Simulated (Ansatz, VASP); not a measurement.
AlNi3 in VASP and in Ansatz

```xyz
4
Lattice="0.0680 2.8177 2.8177 2.8177 0.0680 2.8177 2.8177 2.8177 0.0680" Properties=species:S:1:pos:R:3 pbc="T T T"
Al    2.8517    2.8517    2.8517
Ni    1.4259    1.4259    1.4259
Ni    0.0000    0.0000    0.0000
Ni    4.2776    4.2776    4.2776
```

Alike in both runs: task single point; functional PBEsol; k mesh 14 × 14 × 14; occupations gaussian, width 0.15 eV; no spin polarisation.

```csv
,VASP,Ansatz
version,VASP 6.6.1,Ansatz 0.2.0
potentials or method,"VASP PAW PBE potentials, release 64 (Al, Ni), cutoff 520 eV","scalar-relativistic, plane waves, PAW"
valence electrons in the cell,33,57
```

```tsv
	VASP	Ansatz	Ansatz less VASP
gap on the k mesh at the Fermi level (eV)	none	none	-
pressure (GPa)	3.8	3.7	-0.08
traceless stress, the component that is largest in VASP (GPa)	-3.64	-3.67	-0.029
rms of the force components (eV/Å)	0.017	0.019	+0.0017
```

VASP's potentials were made for PBE, not for PBEsol, and Ansatz warns of the same on its side. Atom by atom the forces differ by 0.002 eV/Å (rms over components). A gap of «none» marks a metal or a gap that the smearing closes. The functional is the same, so the differences come from potentials, cutoffs and numerics. VASP's potentials hold 33 valence electrons a cell and Ansatz's 57, so a difference there can come from the potentials and not from the codes.
